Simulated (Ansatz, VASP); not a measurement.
**ZnS in VASP and in Ansatz**

```
Zn S
1.0
     0.05409    2.73170    2.73170
     2.73170    0.05409    2.73170
     2.73170    2.73170    0.05409
Zn S
1 1
Direct
  0.00000 0.00000 0.00000
  0.75000 0.75000 0.75000
```

Change from the starting cell: equal xy, yz and zx shear strains of +2 %, PAW files.

Alike in both runs: task electric field gradients; functional PBEsol; k mesh 8 × 8 × 8; occupations fermi-dirac, width 0.01 eV; no spin polarisation.

|  | VASP | Ansatz |
| --- | --- | --- |
| version | VASP 6.6.1 | Ansatz 0.2.0 |
| potentials or method | VASP PAW PBE potentials, release 64 (Zn, S) | PAW with Ansatz's default frozen-core files, scalar-relativistic |
| plane-wave cutoff (eV) | 520 | 420 |
| valence electrons in the cell | 18 | 18 |

```tsv
	VASP	Ansatz	Ansatz less VASP
gap on the k mesh at the Fermi level (eV)	1.92	1.91	-0.005
pressure (GPa)	-1.9	-2.0	-0.18
traceless stress, the component that is largest in VASP (GPa)	-1.27	-1.26	+0.008
rms of the force components (eV/Å)	0.088	0.087	-0.0013
size of Vzz on the site where it differs most (V/Å²)	12.4	11.5	-0.86
```

VASP's potentials were made for PBE, not for PBEsol. Atom by atom the forces differ by 0.001 eV/Å (rms over components).
